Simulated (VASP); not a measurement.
Write the native input for VASP 6.6.1 that does the following.

| Item | Value |
| --- | --- |
| Task | single point |
| Functional | PBEsol |
| Potentials or basis | VASP PAW PBE potentials, release 64 (Ti_sv) |
| Cutoff | 520 eV |
| k mesh | 24 × 24 × 14 |
| Occupations | gaussian, width 0.15 eV |
| Spin | no spin polarisation |
| Dipole correction | no |
| Further INCAR settings | ALGO = Fast; EDIFF = 1e-06; NBANDS = 19 |

The structure of Ti lies in POSCAR:

```
Ti
1.0
    2.9584439044      0.0000000000      0.0000000000
   -1.4792219522      2.4616135543      0.0000000000
    0.0000000000      0.0000000000      4.5909904469
Ti
2
Direct
    0.3333333333      0.6666666667      0.2500000000
    0.6666666667      0.3333333333      0.7500000000
```

This cell differs from its parent crystal: strain +0.0200 x Voigt [1, -1, 0, 0, 0, 0].

The input as run:

INCAR

```
SYSTEM = Ti
PREC = Accurate ; ENCUT = 520
EDIFF = 1E-6 ; ISMEAR = 0
SIGMA = 0.15 ; LREAL = .FALSE.
LASPH = .TRUE. ; NELM = 60
ALGO = Fast ; ISIF = 2
LWAVE = .FALSE. ; LCHARG = .TRUE.
GGA = PS ; LELF = .TRUE.
LVHAR = .TRUE. ; NBANDS = 19
```

KPOINTS

```
regular mesh
0
G
  24 24 14
  0 0 0
```

Potentials or basis: VASP PAW PBE potentials, release 64 (Ti_sv).

Command:

```bash
$ cat potpaw_PBE.64/Ti_sv/POTCAR > POTCAR
$ mpirun -np 1 vasp_std > vasp.out
```

Results of the run:

```json
{"Pressure": "-0.2 GPa", "Largest force": "0.114 eV/Å", "Band gap on the k mesh": "zero (bands 12 and 13 overlap by 1.24 eV)"}
```

Caveat: the cell differs from its parent crystal (strain +0.0200 x Voigt [1, -1, 0, 0, 0, 0]); the stress differs along the axes, from -3 to 2 GPa; the PAW data sets were made with another functional, which shifts forces and pressure a little.

Wall time 24 min on 1 thread of AMD EPYC 9R45 96-Core Processor (Zen 5), with other jobs on the host, peak memory 0.66 GiB.
